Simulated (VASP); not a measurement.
# BN (R3m) in VASP: single point with HSE06

Aim: the single point of BN with HSE06.

All numbers are computed with VASP 6.6.1; they aren't measurements. Logs are shortened: lines on timing, memory, paths and dates and some standing lists are left out, and cuts for length are marked.

## (1) The cell of the first run

The structure is trigonal, space group R3m (No. 160). Conventional cell: a = 2.552 Å, b = 2.552 Å, c = 6.221 Å, α = 90.00°, β = 90.00°, γ = 120.00°. Within 2.1 Å of B (site symmetry 3m) lie 4 N at 1.56 Å. N (site symmetry 3m) has 4 B at 1.56 Å within 2.1 Å.

## (2) Single point, HSE06 (strain along [111] -0.5%)

POSCAR reads:

```
BN
1.0
   -0.0060160848      1.7988093648      1.7988093648
    1.7988093648     -0.0060160848      1.7988093648
    1.7988093648      1.7988093648     -0.0060160848
B N
1 1
Direct
    0.0000000000      0.0000000000      0.0000000000
    0.2500000000      0.2500000000      0.2500000000
```

INCAR.step1 reads:

```
SYSTEM = BN
PREC = Accurate
ENCUT = 520
EDIFF = 1E-5
ISMEAR = 0
SIGMA = 0.01
LREAL = .FALSE.
LASPH = .TRUE.
NELM = 80
ALGO = Normal
ISIF = 2
LWAVE = .TRUE.
LCHARG = .FALSE.
NBANDS = 11
GGA = PE
```

INCAR.step2 reads:

```
SYSTEM = BN
PREC = Accurate
ENCUT = 520
EDIFF = 1E-7
ISMEAR = 0
SIGMA = 0.01
LREAL = .FALSE.
LASPH = .TRUE.
NELM = 80
ALGO = Normal
ISIF = 2
LWAVE = .FALSE.
LCHARG = .FALSE.
GGA = PE
LHFCALC = .TRUE.
HFSCREEN = 0.2079
PRECFOCK = Normal
NBANDS = 11
ISTART = 1
```

KPOINTS reads:

```
regular mesh
0
G
  8 8 8
  0 0 0
```

Potentials or basis: VASP PAW PBE potentials, release 64 (B, N).

The run is started by

```
> cat potpaw_PBE.64/B/POTCAR potpaw_PBE.64/N/POTCAR > POTCAR
> cp INCAR.step1 INCAR
> mpirun -np 1 vasp_std > vasp.out
> cp INCAR.step2 INCAR
> mpirun -np 1 vasp_std > vasp.out
```

OUTCAR:

```text
SYSTEM = BN
   PREC = Accurate
   ENCUT = 520
   EDIFF = 1E-7
   ISMEAR = 0
   LREAL = .FALSE.
   LASPH = .TRUE.
   NELM = 80
   ISIF = 2
   GGA = PE
   LHFCALC = .TRUE.
   HFSCREEN = 0.2079
   PRECFOCK = Normal
   ISTART = 1

 ion  position               nearest neighbor table
   1  0.000  0.000  0.000-   2 1.56   2 1.56   2 1.56   2 1.56
   2  0.250  0.250  0.250-   1 1.56   1 1.56   1 1.56   1 1.56

  LATTYP: Found a trigonal (rhomboedric) cell.
 ALAT       =     2.5439077136
 COS(alpha) =     0.4966527407

  Lattice vectors:

 A1 = (  -0.0060160848,   1.7988093648,   1.7988093648)
 A2 = (   1.7988093648,  -0.0060160848,   1.7988093648)
 A3 = (   1.7988093648,   1.7988093648,  -0.0060160848)

Analysis of symmetry for initial positions (statically):
=====================================================================
 Subroutine PRICEL returns:
 Original cell was already a primitive cell.

 Routine SETGRP: Setting up the symmetry group for a
 trigonal (rhombohedral) supercell.

 Subroutine GETGRP returns: Found  6 space group operations
 (whereof  6 operations were pure point group operations)
 out of a pool of 12 trial point group operations.

The static configuration has the point symmetry C_3v.

Analysis of symmetry for dynamics (positions and initial velocities):
=====================================================================
 Subroutine PRICEL returns:
 Original cell was already a primitive cell.

 Routine SETGRP: Setting up the symmetry group for a
 trigonal (rhombohedral) supercell.

 Subroutine GETGRP returns: Found  6 space group operations
 (whereof  6 operations were pure point group operations)
 out of a pool of 12 trial point group operations.

The dynamic configuration has the point symmetry C_3v.

 Subroutine INISYM returns: Found  6 space group operations
 (whereof  6 operations are pure point group operations),
 and found     1 'primitive' translations

----------------------------------------------------------------------------------------

                                     Primitive cell

  volume of cell :      11.6993

  direct lattice vectors                    reciprocal lattice vectors
    -0.006016085  1.798809365  1.798809365    -0.276571055  0.277499146  0.277499146
     1.798809365 -0.006016085  1.798809365     0.277499146 -0.276571055  0.277499146
     1.798809365  1.798809365 -0.006016085     0.277499146  0.277499146 -0.276571055

  length of vectors
     2.543907714  2.543907714  2.543907714     0.480107384  0.480107384  0.480107384

  position of ions in fractional coordinates (direct lattice)
     0.000000000  0.000000000  0.000000000
     0.250000000  0.250000000  0.250000000

  ion indices of the primitive-cell ions
   primitive index   ion index
                 1           1
                 2           2

----------------------------------------------------------------------------------------

 KPOINTS: regular mesh

Automatic generation of k-mesh.
 Grid dimensions read from file:
 generate k-points for:    8    8    8

 Generating k-lattice:

  Cartesian coordinates                     Fractional coordinates (reciprocal lattice)
    -0.034571382  0.034687393  0.034687393     0.125000000  0.000000000 -0.000000000
     0.034687393 -0.034571382  0.034687393     0.000000000  0.125000000 -0.000000000
     0.034687393  0.034687393 -0.034571382     0.000000000  0.000000000  0.125000000

  Length of vectors
     0.060013423  0.060013423  0.060013423

  Shift w.r.t. Gamma in fractional coordinates (k-lattice)
     0.000000000  0.000000000  0.000000000

 Subroutine IBZKPT returns following result:
 ===========================================

 Found     65 irreducible k-points:

 Following reciprocal coordinates:
            Coordinates               Weight
  0.000000  0.000000  0.000000      1.000000
  0.125000  0.000000 -0.000000      6.000000
  0.250000  0.000000 -0.000000      6.000000
  0.375000  0.000000 -0.000000      6.000000
  0.500000  0.000000 -0.000000      3.000000
  0.125000  0.125000  0.000000      6.000000
[... 16 lines left out ...]
  0.250000  0.125000  0.125000      6.000000
  0.375000  0.125000  0.125000      6.000000
 [... further k-points ...]
   k-points           NKPTS =     65   k-points in BZ     NKDIM =    512   number of bands    NBANDS=     11
   number of dos      NEDOS =    301   number of ions     NIONS =      2
   total plane-waves  NPLWV =   8000
   dimension x,y,z NGX =    20 NGY =   20 NGZ =   20
   dimension x,y,z NGXF=    40 NGYF=   40 NGZF=   40
   ions per type =               1   1
   NGX,Y,Z   is equivalent  to a cutoff of  13.07, 13.07, 13.07 a.u.
   NGXF,Y,Z  is equivalent  to a cutoff of  26.14, 26.14, 26.14 a.u.
 SYSTEM =  BN
   PREC   = accura    normal or accurate (medium, high low for compatibility)
   ISTART =      1    job   : 0-new  1-cont  2-samecut
   ICHARG =      0    charge: 1-file 2-atom 10-const
   ISPIN  =      1    spin polarized calculation?
   LNONCOLLINEAR =      F non collinear calculations
   LSORBIT =      F    spin-orbit coupling
   LASPH  =      T    aspherical Exc in radial PAW
   ENCUT  =  520.0 eV  38.22 Ry    6.18 a.u.   4.73  4.73  4.73*2*pi/ulx,y,z
   NELM   =     80;   NELMIN=  2; NELMDL=  0     # of ELM steps
   EDIFF  = 0.1E-06   stopping-criterion for ELM
   LREAL  =      F    real-space projection
   EDIFFG = 0.1E-05   stopping-criterion for IOM
   NSW    =      0    number of steps for IOM
   IBRION =     -1    ionic relax: 0-MD 1-quasi-New 2-CG
   NFREE  =      0    steps in history (QN), initial steepest desc. (CG)
   ISIF   =      2    stress and relaxation
   ISYM   =      3    0-nonsym 1-usesym 2-fastsym
   POTIM  = 0.5000    time-step for ionic-motion
   TEBEG  =    0.0;   TEEND  =   0.0 temperature during run
   PSTRESS=    0.0 pullay stress
   NELECT =       8.0000    total number of electrons
   NUPDOWN=      -1.0000    fix difference up-down
   EMIN   =  10.00;   EMAX   =-10.00  energy-range for DOS
   EFERMI =   0.00;   METHOD = LEGACY
   ISMEAR =     0;   SIGMA  =   0.01  broadening in eV -4-tet -1-fermi 0-gaus
   EFERMI_NEDOS =   21; number of points for ismear=-14 and -15
   IALGO  =     38    algorithm
   IMIX   =      1    mixing-type and parameters
     AMIX     =   0.40;   BMIX     =  1.00
     AMIX_MAG =   1.60;   BMIX_MAG =  1.00
  volume/ion in A,a.u.               =       5.85        39.48
  Fermi-wavevector in a.u.,A,eV,Ry     =   1.442288  2.725529 28.302759  2.080194
  Thomas-Fermi vector in A             =   2.560825
   LORBIT       =      0    0 simple, 1 ext, 2 COOP (PROOUT), +10 PAW based schemes
   GGA     = PE    functional components
   LHFCALC =     T    Hartree Fock is set to
   PRECFOCK=normal    Normal, Fast or Accurate (Low or Medium for compatibility)
   ENCUT4O =  -1.0   cutoff for four orbital integrals eV
   NKREDX  =     1    reduce k-point grid by
   NKREDY  =     1    reduce k-point grid by
   NKREDZ  =     1    reduce k-point grid by
   AEXX    =    0.2500 exact exchange contribution
   HFSCREEN=    0.2079 screening length (either q_TF or 0.3 A-1)
   HFSCREENC=   0.2079 screening length for correlation (either q_TF or 0.3 A-1)
   ENCUTFOCK=  -1.0 apply spherical cutoff to Coloumb kernel
   IVDW    =     0    specifies the selected vdW correction
   LEPSILON=     F    determine dielectric tensor
   LRPA    =     F    only Hartree local field effects (RPA)
 non-spin polarized calculation
 Gauss-broadening in eV      SIGMA  =   0.01
  energy-cutoff  :      520.00
  volume of cell :       11.70
 maximum number of plane-waves:       331
  NGX = 16; NGY = 16; NGZ = 16

 number of electron       7.9999999 magnetization

 Free energy of the ion-electron system (eV)
  ---------------------------------------------------
  ext. energy  EPLUGINS =         0.00000000
  ---------------------------------------------------
  free energy    TOTEN  =       -20.32777199 eV

  energy without entropy =      -20.32777199  energy(sigma->0) =      -20.32777199

 E-fermi :   6.7541     XC(G=0): -10.5244

 val. band max:        6.6696003326   @ k =   0.0000   0.0000   0.0000
 cond. band min:      12.4449864434   @ k =   0.5000   0.5000   0.0000
 fundamental gap:      5.7753861108
 Fermi energy:         6.7540569811

 k-point     1 :       0.0000    0.0000    0.0000
  band No.  band energies     occupation
      1     -15.5584      2.00000
      2       6.6545      2.00000
      3       6.6545      2.00000
      4       6.6696      2.00000
      5      17.2122      0.00000
      6      17.2122      0.00000
      7      17.3465      0.00000
      8      18.9608      0.00000
      9      33.5747      0.00000
     10      36.5384      0.00000
     11      36.5384      0.00000

 k-point     2 :       0.1250    0.0000   -0.0000
  band No.  band energies     occupation
      1     -15.1480      2.00000
      2       4.6124      2.00000
      3       6.2499      2.00000
      4       6.2594      2.00000
      5      17.6261      0.00000
      6      17.8297      0.00000
      7      17.9658      0.00000
      8      20.2201      0.00000
      9      33.0294      0.00000
     10      33.2442      0.00000
     11      33.3330      0.00000

 k-point     3 :       0.2500    0.0000   -0.0000
  band No.  band energies     occupation
      1     -13.9566      2.00000
      2       0.6473      2.00000
      3       5.4434      2.00000
      4       5.4437      2.00000
      5      18.1328      0.00000
      6      18.8484      0.00000
      7      18.9676      0.00000
      8      22.4189      0.00000
      9      32.1394      0.00000
     10      32.1685      0.00000
     11      32.3196      0.00000

 k-point     4 :       0.3750    0.0000   -0.0000
  band No.  band energies     occupation
      1     -12.2000      2.00000
      2      -3.1459      2.00000
      3       4.7848      2.00000
      4       4.7944      2.00000
      5      18.5171      0.00000
      6      19.2029      0.00000
      7      19.3139      0.00000
      8      23.7478      0.00000
      9      32.0755      0.00000
     10      33.8719      0.00000
     11      34.0518      0.00000

 k-point     5 :       0.5000    0.0000   -0.0000
  band No.  band energies     occupation
      1     -11.0025      2.00000
      2      -5.0659      2.00000
      3       4.5440      2.00000
      4       4.5574      2.00000
      5      18.6575      0.00000
      6      19.1856      0.00000
      7      19.2963      0.00000
      8      24.1312      0.00000
      9      32.3712      0.00000
     10      35.8498      0.00000
     11      35.9748      0.00000
[... 211 lines left out ...]
 k-point    21 :       0.5000    0.5000    0.0000
  band No.  band energies     occupation
      1      -9.4891      2.00000
      2      -3.1735      2.00000
      3       1.2659      2.00000
      4       1.3302      2.00000
      5      12.4450      0.00000
      6      17.4494      0.00000
      7      27.2643      0.00000
      8      27.2677      0.00000
      9      30.0784      0.00000
     10      36.5644      0.00000
     11      42.6411      0.00000

 k-point    22 :       0.1250    0.1250    0.1250
  band No.  band energies     occupation
      1     -15.1439      2.00000
      2       4.6557      2.00000
      3       6.2365      2.00000
      4       6.2365      2.00000
      5      17.6021      0.00000
      6      17.8435      0.00000
      7      17.8435      0.00000
      8      20.3230      0.00000
      9      33.0119      0.00000
     10      33.2224      0.00000
     11      33.2224      0.00000

 k-point    23 :       0.2500    0.1250    0.1250
  band No.  band energies     occupation
      1     -14.4695      2.00000
      2       2.9222      2.00000
      3       4.3485      2.00000
      4       6.1774      2.00000
      5      18.1402      0.00000
      6      18.2399      0.00000
      7      19.0809      0.00000
      8      21.4704      0.00000
      9      30.4698      0.00000
     10      31.2175      0.00000
     11      35.6475      0.00000

 k-point    24 :       0.3750    0.1250    0.1250
  band No.  band energies     occupation
      1     -13.0669      2.00000
      2      -0.5554      2.00000
      3       3.2407      2.00000
      4       5.3679      2.00000
      5      19.0789      0.00000
      6      19.2036      0.00000
      7      19.5258      0.00000
      8      22.7736      0.00000
      9      30.2567      0.00000
     10      31.3224      0.00000
     11      35.9045      0.00000

 [... further k-points ...]
[... 5 lines left out ...]
  --------------------------------------------------------------------------------------
  -------------------------------------------------------------------------------------
  Total       -0.1401880     -0.1401880     -0.1401880      0.1175692      0.1175692      0.1175692
  in kB      -19.1983010    -19.1983010    -19.1983010     16.1007247     16.1007247     16.1007247
  external PRESSURE =     -19.1983010 kB  Pullay stress =       0.0000000 kB

 VOLUME and BASIS-vectors are now :
 -----------------------------------------------------------------------------
  energy-cutoff  :      520.00
  volume of cell :       11.70
      direct lattice vectors                 reciprocal lattice vectors
    -0.006016085  1.798809365  1.798809365    -0.276571055  0.277499146  0.277499146
     1.798809365 -0.006016085  1.798809365     0.277499146 -0.276571055  0.277499146
     1.798809365  1.798809365 -0.006016085     0.277499146  0.277499146 -0.276571055

 POSITION                                       TOTAL-FORCE (eV/Angst)
 -----------------------------------------------------------------------------------
      0.00000      0.00000      0.00000        -0.007511     -0.007511     -0.007511
      0.89790      0.89790      0.89790         0.007511      0.007511      0.007511
 -----------------------------------------------------------------------------------
    total drift:                               -0.000008     -0.000008     -0.000008

  FREE ENERGIE OF THE ION-ELECTRON SYSTEM (eV)
  ---------------------------------------------------
  free  energy   TOTEN  =       -20.3277719900 eV

  energy  without entropy=      -20.3277719900  energy(sigma->0) =      -20.32777199
```

Wall time 25 min (1 thread of Intel Xeon Platinum 8259CL at 2.50GHz (Skylake/Cascade Lake), shared host); peak memory 0.23 GiB.

What came out:

| Property | Result |
| --- | --- |
| Free energy | -20.3278 eV |
| Pressure | -1.9 GPa |
| Largest force | 0.013 eV/Å |
| Band gap on the k mesh | 5.78 eV (least direct gap 10.54 eV) |

Forces in eV/Å, atoms in the order of the input:
```
B   -0.008 -0.008 -0.008
N    0.008  0.008  0.008
```

Caveat: the cell differs from its parent crystal (strain along [111] -0.5%); the PAW data sets were made with another functional, which shifts forces and pressure a little. A k mesh can miss the band edges.
